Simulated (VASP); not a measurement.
Write the native input for VASP 6.6.1 that does the following.

```
Task                   : relaxation of cell and atoms
Functional             : PBE
Potentials or basis    : VASP PAW PBE potentials, release 64 (Si, C)
Cutoff                 : 600 eV
k mesh                 : 4 × 4 × 6
Occupations            : gaussian, width 0.1 eV
Spin                   : no spin polarisation
Dipole correction      : no
Further INCAR settings : ALGO = Normal; EDIFF = 1e-07; IBRION = 2; EDIFFG = -0.04; NSW = 90; ISIF = 3
```

The structure of SiC lies in POSCAR:

```
SiC
1.0
    5.3655189800      0.0000000000      0.0000000000
    0.0000000000      5.3655189800      0.0000000000
    0.0000000000      0.0000000000      2.8690255600
Si C
4 4
Direct
    0.1032208100      0.3296015700      0.2416469600
    0.8967791900      0.6703984300      0.7416469600
    0.6703984300      0.1032208100      0.9916469600
    0.3296015700      0.8967791900      0.4916469600
    0.3296015700      0.1032208100      0.0083530400
    0.6703984300      0.8967791900      0.5083530400
    0.8967791900      0.3296015700      0.7583530400
    0.1032208100      0.6703984300      0.2583530400
```

The cell was generated, and may not be a known phase.

The input as run:

INCAR

```
SYSTEM = SiC
ALGO = Normal ; EDIFF = 1E-7
EDIFFG = -0.04 ; ENCUT = 600
GGA = PE ; IBRION = 2
ISIF = 3 ; ISMEAR = 0
LASPH = .TRUE. ; LCHARG = .FALSE.
LREAL = .FALSE. ; LWAVE = .FALSE.
NELM = 80 ; NSW = 90
PREC = Accurate ; SIGMA = 0.1
```

KPOINTS

```
k-points
0
G
  4 4 6
  0 0 0
```

Potentials or basis: VASP PAW PBE potentials, release 64 (Si, C).

The run is started by

```sh
$ cat potpaw_PBE.64/Si/POTCAR potpaw_PBE.64/C/POTCAR > POTCAR
$ mpirun -np 1 vasp_std > vasp.out
```

Results of the run:

```yaml
Relaxed_volume: 11.88 Å³/atom
Relaxed_cell: a = 5.604 Å, b = 5.604 Å, c = 3.027 Å, α = 90.00°, β = 90.00°, γ = 90.00°
Space_group_after_relaxing_to_0.1_Å: P4_3 (No. 78)
Energy_gained_by_relaxing: 209.3 meV/atom
Ionic_steps: 11
Pressure_after_relaxing: 0.0 GPa
Largest_force_after_relaxing: 0.025 eV/Å
Band_gap_on_the_k_mesh: 0.95 eV (least direct gap 1.21 eV)
```

Caveat: the volume moved by over 15 % at a fixed basis, so the end points are rough.

Run time: 10 min on 1 thread of Intel Xeon 8259CL, with other jobs on the host, peak memory 0.24 GiB.
